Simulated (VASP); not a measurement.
MnAlC4N4:

```
CELL_PARAMETERS angstrom
5.85491 0.00000 0.00000
0.00000 5.85491 0.00000
0.00000 0.00000 5.85491
ATOMIC_POSITIONS crystal
Mn 0.00000 0.00000 0.00000
Al 0.50000 0.50000 0.50000
C 0.19111 0.19111 0.19111
C 0.19111 0.80889 0.80889
C 0.80889 0.19111 0.80889
C 0.80889 0.80889 0.19111
N 0.30648 0.30648 0.30648
N 0.30648 0.69352 0.69352
N 0.69352 0.30648 0.69352
N 0.69352 0.69352 0.30648
```

* Program: VASP 6.6.1
* Task: relaxation of cell and atoms
* Functional: PBE
* Potentials or basis: VASP PAW PBE potentials, release 64 (Mn_pv, Al, C, N)
* Cutoff: 600 eV
* k mesh: 4 × 4 × 4
* Occupations: gaussian, width 0.1 eV
* Spin: collinear spin, ferromagnetic start
* Starting moments: [4.0, 0.0, 0.0, 0.0, 0.0, 0.0, 0.0, 0.0, 0.0, 0.0] μB

At the start: pressure -1.3 GPa; volume 20.07 Å³/atom.

Task: Where does the relaxation end?

Result: Over 14 steps the energy falls by 57.9 meV/atom and the volume is 19.16 Å³/atom (-4.5 %); space group P-43m (No. 215, to 0.1 Å) before and after; moment 4.00 μB per cell.

The path:
| step | energy change (eV) | largest force (eV/Å) | pressure (GPa) | volume (Å³) |
| --- | --- | --- | --- | --- |
| 1 | 0.0000 | 3.3308 | -1.32 | 200.71 |
| 2 | 4.3644 | 11.2471 | -12.55 | 195.93 |
| 3 | -0.1545 | 1.7356 | -4.18 | 200.03 |
| 4 | -0.5415 | 0.5730 | 1.14 | 186.13 |
| 5 | -0.5462 | 0.6875 | 0.53 | 187.39 |
| 6 | -0.3109 | 4.2717 | 4.58 | 189.34 |
| 7 | -0.5538 | 0.3188 | 1.11 | 187.69 |
| 8 | -0.5733 | 0.2034 | 0.19 | 190.73 |
| 9 | -0.5756 | 0.1303 | -0.41 | 192.74 |
| 10 | -0.5757 | 0.1467 | -0.28 | 192.32 |
| 11 | -0.5780 | 0.2210 | -0.28 | 191.86 |
| 12 | -0.5780 | 0.2090 | -0.28 | 191.90 |
| 13 | -0.5789 | 0.0477 | -0.01 | 191.65 |
| 14 | -0.5789 | 0.0105 | 0.05 | 191.59 |

Final structure:
```cif
data_structure
_symmetry_space_group_name_H-M 'P 1'
_symmetry_Int_Tables_number 1
_cell_length_a 5.7649
_cell_length_b 5.7649
_cell_length_c 5.7649
_cell_angle_alpha 90.000
_cell_angle_beta 90.000
_cell_angle_gamma 90.000
_cell_volume 191.59
loop_
_atom_site_label
_atom_site_type_symbol
_atom_site_fract_x
_atom_site_fract_y
_atom_site_fract_z
_atom_site_occupancy
Mn1 Mn 0.00000 0.00000 0.00000 1
Al1 Al 0.50000 0.50000 0.50000 1
C1 C 0.19748 0.19748 0.19748 1
C2 C 0.19748 0.80253 0.80253 1
C3 C 0.80253 0.19748 0.80253 1
C4 C 0.80253 0.80253 0.19748 1
N1 N 0.31592 0.31592 0.31592 1
N2 N 0.31592 0.68408 0.68408 1
N3 N 0.68408 0.31592 0.68408 1
N4 N 0.68408 0.68408 0.31592 1
```

Caveat: a cell with one magnetic atom can't hold antiferromagnetic order, which such compounds often take.
